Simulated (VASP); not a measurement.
Write the native input for VASP 6.6.1 that does the following.

```yaml
Task: single point
Functional: r2SCAN
Potentials_or_basis: VASP PAW PBE potentials, release 64 (Sr_sv, O)
Cutoff: 520 eV
k_mesh: 8 × 8 × 8
Occupations: gaussian, width 0.05 eV
Spin: no spin polarisation
Dipole_correction: no
Further_INCAR_settings: ALGO = Normal; EDIFF = 1e-06; NBANDS = 15
```

Crystal: SrO.

```
CELL_PARAMETERS angstrom
0.00000 2.58015 2.58015
2.58015 0.00000 2.58015
2.58015 2.58015 0.00000
ATOMIC_POSITIONS crystal
Sr 0.02098 0.02098 0.02098
O 0.50000 0.50000 0.50000
```

This cell differs from its parent crystal: all Sr atoms moved +0.188 Å, as atom 1 along Cartesian [1 1 1].

One way to write it, as run:

POSCAR

```
SrO
1.0
    0.0000000000      2.5801476905      2.5801476905
    2.5801476905      0.0000000000      2.5801476905
    2.5801476905      2.5801476905      0.0000000000
Sr O
1 1
Direct
    0.0209780967      0.0209780967      0.0209780967
    0.5000000000      0.5000000000      0.5000000000
```

INCAR.step1

```
SYSTEM = SrO
PREC = Accurate
ENCUT = 520
ISMEAR = 0
SIGMA = 0.05
LREAL = .False.
LASPH = .True.
NELM = 100
NBANDS = 15
GGA = PE
ALGO = Normal
EDIFF = 1E-4
LWAVE = .True.
LCHARG = .False.
```

INCAR.step2

```
SYSTEM = SrO
PREC = Accurate
ENCUT = 520
EDIFF = 1E-6
ISMEAR = 0
SIGMA = 0.05
LREAL = .False.
LASPH = .True.
NELM = 100
ALGO = Normal
ISIF = 2
LWAVE = .False.
LCHARG = .True.
METAGGA = R2SCAN
LMIXTAU = .True.
LELF = .True.
LVHAR = .True.
NBANDS = 15
ISTART = 1
```

KPOINTS

```
Automatic mesh
0
Gamma
  8 8 8
  0 0 0
```

Potentials or basis: VASP PAW PBE potentials, release 64 (Sr_sv, O).

Launch:

```sh
$ cat potpaw_PBE.64/Sr_sv/POTCAR potpaw_PBE.64/O/POTCAR > POTCAR
$ cp INCAR.step1 INCAR
$ mpirun -np 1 vasp_std > vasp.out
$ cp INCAR.step2 INCAR
$ mpirun -np 1 vasp_std > vasp.out
```

It gave:

| Item | Value |
| --- | --- |
| Pressure | 1.4 GPa |
| Largest force | 0.470 eV/Å |
| Band gap on the k mesh | 4.02 eV, indirect (least direct gap 4.05 eV) |

Caveat: the cell differs from its parent crystal (all Sr atoms moved +0.188 Å, as atom 1 along Cartesian [1 1 1]); the PAW data sets were made with another functional, which shifts forces and pressure a little.

It took 72 s on 1 thread of Intel(R) Xeon(R) Platinum 8488C (Sapphire Rapids), with other jobs on the host, peak memory 0.19 GiB.
